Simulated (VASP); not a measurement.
# Zn (P6_3/mmc) in VASP: notebook

Zn is run at these levels: PBE; tasks: single point.

Program: VASP 6.6.1. These are calculated values, not measurements. Logs are shortened: lines on timing, memory, paths and dates and some standing lists are left out, and cuts for length are marked.

## Step 1: The cell of the first run

Symmetry: P6_3/mmc, No. 194, hexagonal system. The conventional cell has a = 2.629 Å, b = 2.629 Å, c = 4.880 Å, α = 90.00°, β = 90.00°, γ = 120.00°. Zn (site symmetry -6m2) has 12 Zn at 2.63 to 2.87 Å within 3.5 Å.

## Step 2: Single point, PBE (14.60 Å³/atom)

INCAR

```
PREC = Accurate
ENCUT = 520
EDIFF = 1E-6
ISMEAR = -1
SIGMA = 0.03
LREAL = F
LASPH = T
NELM = 80
ALGO = Normal
ISIF = 2
LWAVE = F
LCHARG = T
GGA = PE
LELF = T
LVHAR = T
NBANDS = 19
```

KPOINTS

```
regular mesh
0
Gamma
  16 16 8
```

POSCAR

```
Zn
1.0
    2.6287828538      0.0000000000      0.0000000000
   -1.3143914269      2.2765927324      0.0000000000
    0.0000000000      0.0000000000      4.8798445072
Zn
2
Direct
    0.3333333333      0.6666666667      0.2500000000
    0.6666666667      0.3333333333      0.7500000000
```

Potentials or basis: VASP PAW PBE potentials, release 64 (Zn).

Started as:

```bash
cat potpaw_PBE.64/Zn/POTCAR > POTCAR
mpirun -np 1 vasp_std > vasp.out
```

OUTCAR:

```text
PREC = Accurate
   ENCUT = 520
   EDIFF = 1E-6
   ISMEAR = -1
   LREAL = F
   LASPH = T
   NELM = 80
   ISIF = 2
   GGA = PE

 ion  position               nearest neighbor table
   1  0.333  0.667  0.250-   2 2.87   2 2.87   2 2.87   2 2.87   2 2.87   2 2.87
   2  0.667  0.333  0.750-   1 2.87   1 2.87   1 2.87   1 2.87   1 2.87   1 2.87

  LATTYP: Found a hexagonal cell.
 ALAT       =     2.6287828538
 C/A-ratio  =     1.8563132745

  Lattice vectors:

 A1 = (   2.6287828538,   0.0000000000,   0.0000000000)
 A2 = (  -1.3143914269,   2.2765927324,   0.0000000000)
 A3 = (   0.0000000000,   0.0000000000,   4.8798445072)

Analysis of symmetry for initial positions (statically):
=====================================================================
 Subroutine PRICEL returns:
 Original cell was already a primitive cell.

 Routine SETGRP: Setting up the symmetry group for a
 hexagonal supercell.

 Subroutine GETGRP returns: Found 24 space group operations
 (whereof 12 operations were pure point group operations)
 out of a pool of 24 trial point group operations.

The static configuration has the point symmetry D_3d.
 The point group associated with its full space group is D_6h.

Analysis of symmetry for dynamics (positions and initial velocities):
=====================================================================
 Subroutine PRICEL returns:
 Original cell was already a primitive cell.

 Routine SETGRP: Setting up the symmetry group for a
 hexagonal supercell.

 Subroutine GETGRP returns: Found 24 space group operations
 (whereof 12 operations were pure point group operations)
 out of a pool of 24 trial point group operations.

The dynamic configuration has the point symmetry D_3d.
 The point group associated with its full space group is D_6h.

 Subroutine INISYM returns: Found 24 space group operations
 (whereof 12 operations are pure point group operations),
 and found     1 'primitive' translations

----------------------------------------------------------------------------------------

                                     Primitive cell

  volume of cell :      29.2042

  direct lattice vectors                    reciprocal lattice vectors
     2.628782854  0.000000000  0.000000000     0.380404185  0.219626459  0.000000000
    -1.314391427  2.276592732  0.000000000     0.000000000  0.439252918  0.000000000
     0.000000000  0.000000000  4.879844507     0.000000000  0.000000000  0.204924562

  length of vectors
     2.628782854  2.628782854  4.879844507     0.439252918  0.439252918  0.204924562

  position of ions in fractional coordinates (direct lattice)
     0.333333333  0.666666667  0.250000000
     0.666666667  0.333333333  0.750000000

  ion indices of the primitive-cell ions
   primitive index   ion index
                 1           1
                 2           2

----------------------------------------------------------------------------------------

 KPOINTS: regular mesh

Automatic generation of k-mesh.
 Grid dimensions read from file:
 generate k-points for:   16   16    8

 Generating k-lattice:

  Cartesian coordinates                     Fractional coordinates (reciprocal lattice)
     0.023775262  0.013726654  0.000000000     0.062500000  0.000000000  0.000000000
     0.000000000  0.027453307  0.000000000     0.000000000  0.062500000  0.000000000
     0.000000000  0.000000000  0.025615570     0.000000000  0.000000000  0.125000000

  Length of vectors
     0.027453307  0.027453307  0.025615570

  Shift w.r.t. Gamma in fractional coordinates (k-lattice)
     0.000000000  0.000000000  0.000000000

 Subroutine IBZKPT returns following result:
 ===========================================

 Found    150 irreducible k-points:

 Following reciprocal coordinates:
            Coordinates               Weight
  0.000000  0.000000  0.000000      1.000000
  0.062500 -0.000000  0.000000      6.000000
  0.125000 -0.000000  0.000000      6.000000
  0.187500 -0.000000  0.000000      6.000000
  0.250000 -0.000000  0.000000      6.000000
  0.312500 -0.000000  0.000000      6.000000
[... 16 lines left out ...]
  0.187500  0.187500  0.000000      6.000000
  0.250000  0.187500  0.000000     12.000000
 [... further k-points ...]
   k-points           NKPTS =    150   k-points in BZ     NKDIM =    150   number of bands    NBANDS=     19
   number of dos      NEDOS =    301   number of ions     NIONS =      2
   total plane-waves  NPLWV =  14400
   dimension x,y,z NGX =    20 NGY =   20 NGZ =   36
   dimension x,y,z NGXF=    40 NGYF=   40 NGZF=   72
   ions per type =               2
   NGX,Y,Z   is equivalent  to a cutoff of  12.65, 12.65, 12.26 a.u.
   NGXF,Y,Z  is equivalent  to a cutoff of  25.30, 25.30, 24.53 a.u.
 SYSTEM =  unknown system
   PREC   = accura    normal or accurate (medium, high low for compatibility)
   ISTART =      0    job   : 0-new  1-cont  2-samecut
   ICHARG =      2    charge: 1-file 2-atom 10-const
   ISPIN  =      1    spin polarized calculation?
   LNONCOLLINEAR =      F non collinear calculations
   LSORBIT =      F    spin-orbit coupling
   LASPH  =      T    aspherical Exc in radial PAW
   ENCUT  =  520.0 eV  38.22 Ry    6.18 a.u.   4.89  4.89  9.07*2*pi/ulx,y,z
   NELM   =     80;   NELMIN=  2; NELMDL= -5     # of ELM steps
   EDIFF  = 0.1E-05   stopping-criterion for ELM
   LREAL  =      F    real-space projection
   EDIFFG = 0.1E-04   stopping-criterion for IOM
   NSW    =      0    number of steps for IOM
   IBRION =     -1    ionic relax: 0-MD 1-quasi-New 2-CG
   NFREE  =      0    steps in history (QN), initial steepest desc. (CG)
   ISIF   =      2    stress and relaxation
   ISYM   =      2    0-nonsym 1-usesym 2-fastsym
   POTIM  = 0.5000    time-step for ionic-motion
   TEBEG  =    0.0;   TEEND  =   0.0 temperature during run
   PSTRESS=    0.0 pullay stress
   NELECT =      24.0000    total number of electrons
   NUPDOWN=      -1.0000    fix difference up-down
   EMIN   =  10.00;   EMAX   =-10.00  energy-range for DOS
   EFERMI =   0.00;   METHOD = LEGACY
   ISMEAR =    -1;   SIGMA  =   0.03  broadening in eV -4-tet -1-fermi 0-gaus
   EFERMI_NEDOS =   21; number of points for ismear=-14 and -15
   IALGO  =     38    algorithm
   IMIX   =      4    mixing-type and parameters
     AMIX     =   0.40;   BMIX     =  1.00
     AMIX_MAG =   1.60;   BMIX_MAG =  1.00
  volume/ion in A,a.u.               =      14.60        98.54
  Fermi-wavevector in a.u.,A,eV,Ry     =   1.533427  2.897758 31.992735  2.351400
  Thomas-Fermi vector in A             =   2.640496
   LORBIT       =      0    0 simple, 1 ext, 2 COOP (PROOUT), +10 PAW based schemes
   GGA     = PE    functional components
   LHFCALC =     F    Hartree Fock is set to
   AEXX    =    0.0000 exact exchange contribution
   IVDW    =     0    specifies the selected vdW correction
   LEPSILON=     F    determine dielectric tensor
   LRPA    =     F    only Hartree local field effects (RPA)
 non-spin polarized calculation
  energy-cutoff  :      520.00
  volume of cell :       29.20
 maximum number of plane-waves:       801
 NGX is ok and might be reduce to    20
   NGX =  9   NGY =  9   NGZ = 19

 number of electron      24.0000032 magnetization

 Free energy of the ion-electron system (eV)
  ---------------------------------------------------
  ext. energy  EPLUGINS =         0.00000000
  ---------------------------------------------------
  free energy    TOTEN  =        -2.21520248 eV

  energy without entropy =       -2.21488440  energy(sigma->0) =       -2.21504344

 E-fermi :   3.4639     XC(G=0): -11.7668

 val. band max:        3.3500359742   @ k =   0.3750   0.2500   0.5000
 cond. band min:       3.4988638383   @ k =   0.3750   0.0625   0.0000
 fundamental gap:      0.1488278641
 Fermi energy:         3.4639076404

 k-point     1 :       0.0000    0.0000    0.0000
  band No.  band energies     occupation
      1      -7.3226      2.00000
      2      -5.3922      2.00000
      3      -4.6336      2.00000
      4      -4.3850      2.00000
      5      -4.3850      2.00000
      6      -4.3307      2.00000
[... 11 lines left out ...]
     18      22.9899      0.00000
     19      23.0266      0.00000

 k-point     2 :       0.0625   -0.0000    0.0000
  band No.  band energies     occupation
      1      -7.2034      2.00000
      2      -5.3384      2.00000
      3      -4.6208      2.00000
      4      -4.3974      2.00000
      5      -4.3558      2.00000
      6      -4.3444      2.00000
[... 11 lines left out ...]
     18      21.9726      0.00000
     19      24.1039      0.00000

 k-point     3 :       0.1250   -0.0000    0.0000
  band No.  band energies     occupation
      1      -6.8515      2.00000
      2      -5.1952      2.00000
      3      -4.5945      2.00000
      4      -4.4244      2.00000
      5      -4.3665      2.00000
      6      -4.2718      2.00000
[... 11 lines left out ...]
     18      21.1126      0.00000
     19      22.8021      0.00000

 k-point     4 :       0.1875   -0.0000    0.0000
  band No.  band energies     occupation
      1      -6.2936      2.00000
      2      -5.0293      2.00000
      3      -4.5734      2.00000
      4      -4.4603      2.00000
      5      -4.3177      2.00000
      6      -4.3129      2.00000
[... 11 lines left out ...]
     18      19.8594      0.00000
     19      20.2576      0.00000

 k-point     5 :       0.2500   -0.0000    0.0000
  band No.  band energies     occupation
      1      -5.6341      2.00000
      2      -4.9615      2.00000
      3      -4.5277      2.00000
      4      -4.5054      2.00000
      5      -4.4356      2.00000
      6      -4.1717      2.00000
[... 11 lines left out ...]
     18      19.2227      0.00000
     19      19.9424      0.00000
[... 334 lines left out ...]
      2      -4.9309      2.00000
      3      -4.8635      2.00000
      4      -4.3877      2.00000
      5      -4.2626      2.00000
      6      -4.2407      2.00000
[... 11 lines left out ...]
     18      16.3735      0.00000
     19      17.5856      0.00000

 k-point    22 :       0.4375    0.1250    0.0000
  band No.  band energies     occupation
      1      -5.0524      2.00000
      2      -4.9435      2.00000
      3      -4.8833      2.00000
      4      -4.3912      2.00000
      5      -4.2843      2.00000
      6      -4.2176      2.00000
[... 11 lines left out ...]
     18      16.2446      0.00000
     19      17.4801      0.00000

 k-point    23 :       0.1875    0.1875    0.0000
  band No.  band energies     occupation
      1      -4.8517      2.00000
      2      -4.7180      2.00000
      3      -4.6815      2.00000
      4      -4.6718      2.00000
      5      -4.4341      2.00000
      6      -4.3468      2.00000
[... 11 lines left out ...]
     18      15.8981      0.00000
     19      17.1139      0.00000

 k-point    24 :       0.2500    0.1875    0.0000
  band No.  band energies     occupation
      1      -4.8030      2.00000
      2      -4.7559      2.00000
      3      -4.7428      2.00000
      4      -4.4343      2.00000
      5      -4.3925      2.00000
      6      -4.3418      2.00000
[... 11 lines left out ...]
     18      14.8628      0.00000
     19      16.1141      0.00000

 [... further k-points ...]

------------------------ aborting loop because EDIFF is reached ----------------------------------------

  FORCE on cell =-STRESS in cart. coord.  units (eV):
  Direction    XX          YY          ZZ          XY          YZ          ZX
  --------------------------------------------------------------------------------------
  -------------------------------------------------------------------------------------
  Total        0.7039757      0.7039757      0.3692103      0.0000000      0.0000000      0.0000000
  in kB       38.6208866     38.6208866     20.2552863      0.0000000      0.0000000      0.0000000
  external PRESSURE =      32.4990198 kB  Pullay stress =       0.0000000 kB

 VOLUME and BASIS-vectors are now :
 -----------------------------------------------------------------------------
  energy-cutoff  :      520.00
  volume of cell :       29.20
      direct lattice vectors                 reciprocal lattice vectors
     2.628782854  0.000000000  0.000000000     0.380404185  0.219626459  0.000000000
    -1.314391427  2.276592732  0.000000000     0.000000000  0.439252918  0.000000000
     0.000000000  0.000000000  4.879844507     0.000000000  0.000000000  0.204924562

 POSITION                                       TOTAL-FORCE (eV/Angst)
 -----------------------------------------------------------------------------------
     -0.00000      1.51773      1.21996         0.000000     -0.000000      0.000000
      1.31439      0.75886      3.65988        -0.000000      0.000000      0.000000
 -----------------------------------------------------------------------------------
    total drift:                               -0.000000      0.000000      0.000000

  FREE ENERGIE OF THE ION-ELECTRON SYSTEM (eV)
  ---------------------------------------------------
  free  energy   TOTEN  =        -2.2152024758 eV

  energy  without entropy=       -2.2148843984  energy(sigma->0) =       -2.21504344
```

It took 82 s on 1 thread of Intel Xeon 8259CL, shared host; peak memory 0.19 GiB.

Results:

```
Free energy            : -2.2152 eV
Pressure               : 3.2 GPa
Band gap on the k mesh : zero (bands 12 and 13 overlap by 4.33 eV)
```

Levels at points of the mesh, in eV from the Fermi level:
```csv
k point,band 9,band 10,band 11,band 12,band 13,band 14,band 15,band 16
"(0.00, 0.00, 0.00)",-7.44,-7.22,-7.22,-3.90,-3.06,13.94,17.63,17.92
"(0.50, 0.00, 0.00)",-7.03,-7.01,-3.02,-2.25,2.67,3.53,4.29,5.75
"(0.00, 0.00, 0.50)",-7.31,-7.31,-7.31,-7.31,4.66,4.66,19.26,19.26
"(0.50, 0.00, 0.50)",-7.02,-7.02,-2.05,-2.05,0.16,0.16,10.36,10.36
```

Caveat: the cell stands under pressure.

## Step 3: Single point, PBE (14.91 Å³/atom)

This run uses another cell than the first one, of 14.91 Å³/atom.

INCAR

```
PREC = Accurate
ENCUT = 520
EDIFF = 1E-7
ISMEAR = -1
SIGMA = 0.03
LREAL = False
LASPH = True
NELM = 60
ALGO = Normal
ISIF = 2
LWAVE = False
LCHARG = False
GGA = PE
NBANDS = 19
```

KPOINTS

```
Automatic mesh
0
Gamma
  16 16 8
```

POSCAR

```
Zn
1.0
    2.6469129636      0.0000000000      0.0000000000
   -1.3234564818      2.2922938681      0.0000000000
    0.0000000000      0.0000000000      4.9134996708
Zn
2
Direct
    0.3333333333      0.6666666667      0.2500000000
    0.6666666667      0.3333333333      0.7500000000
```

Potentials or basis: VASP PAW PBE potentials, release 64 (Zn).

Started as:

```bash
cat potpaw_PBE.64/Zn/POTCAR > POTCAR
mpirun -np 1 vasp_std > vasp.out
```

It took 94 s on 1 thread of Intel Xeon 8259CL, shared host; peak memory 0.19 GiB.

It converged, with:

```
Free energy            : -2.2240 eV
Pressure               : 1.4 GPa
Band gap on the k mesh : zero (bands 12 and 13 overlap by 4.32 eV)
```

Stress tensor (GPa, compression positive):
```
1.81 0.00 0.00
0.00 1.81 0.00
0.00 0.00 0.69
```

Levels at points of the mesh, in eV from the Fermi level:
| k point | band 8 | band 9 | band 10 | band 11 | band 12 | band 13 | band 14 | band 15 | band 16 | band 17 |
| --- | --- | --- | --- | --- | --- | --- | --- | --- | --- | --- |
| (0.00, 0.00, 0.00) | -7.41 | -7.41 | -7.20 | -7.20 | -3.80 | -3.09 | 13.74 | 17.40 | 17.63 | 17.63 |
| (0.50, 0.00, 0.00) | -7.21 | -7.01 | -6.99 | -2.97 | -2.24 | 2.61 | 3.50 | 4.15 | 5.69 | 10.20 |
| (0.00, 0.00, 0.50) | -7.76 | -7.29 | -7.29 | -7.29 | -7.29 | 4.59 | 4.59 | 18.94 | 18.94 | 18.94 |
| (0.50, 0.00, 0.50) | -7.22 | -7.00 | -7.00 | -1.99 | -1.99 | 0.10 | 0.10 | 10.20 | 10.20 | 12.04 |

## Step 4: Single point, PBE

This run uses another cell than the first one, of 15.21 Å³/atom.

INCAR

```
SYSTEM = Zn
PREC = Accurate ; ENCUT = 520
EDIFF = 1E-6 ; ISMEAR = -1
SIGMA = 0.03 ; LREAL = .False.
LASPH = .True. ; NELM = 80
ALGO = Normal ; ISIF = 2
LWAVE = .False. ; LCHARG = .False.
GGA = PE ; NBANDS = 19
```

KPOINTS

```
Automatic mesh
0
Gamma
  16 16 8
  0 0 0
```

POSCAR

```
Zn
1.0
    2.6647980532      0.0000000000      0.0000000000
   -1.3323990266      2.3077828100      0.0000000000
    0.0000000000      0.0000000000      4.9467000000
Zn
2
Direct
    0.3333333333      0.6666666667      0.2500000000
    0.6666666667      0.3333333333      0.7500000000
```

Started as:

```bash
cat potpaw_PBE.64/Zn/POTCAR > POTCAR
mpirun -np 1 vasp_std > vasp.out
```

It took 80 s on 1 thread of Intel Xeon 8259CL, shared host; peak memory 0.19 GiB.

Results (log left out):

```
Free energy            : -2.2264 eV
Pressure               : -0.1 GPa
Band gap on the k mesh : zero (bands 12 and 13 overlap by 4.31 eV)
```

Stress tensor (GPa, compression positive):
```
 0.04  0.00  0.00
 0.00  0.04  0.00
 0.00  0.00 -0.49
```

Levels at points of the mesh, in eV from the Fermi level:
```csv
k point,band 10,band 11,band 12,band 13,band 14,band 15
"(0.00, 0.00, 0.00)",-7.17,-7.17,-3.70,-3.11,13.55,17.19
"(0.50, 0.00, 0.00)",-6.97,-2.91,-2.24,2.56,3.47,4.02
"(0.00, 0.00, 0.50)",-7.25,-7.25,-7.25,4.52,4.52,18.64
"(0.50, 0.00, 0.50)",-6.98,-1.93,-1.93,0.05,0.05,10.07
```

(Continued in part 2 of 2.)
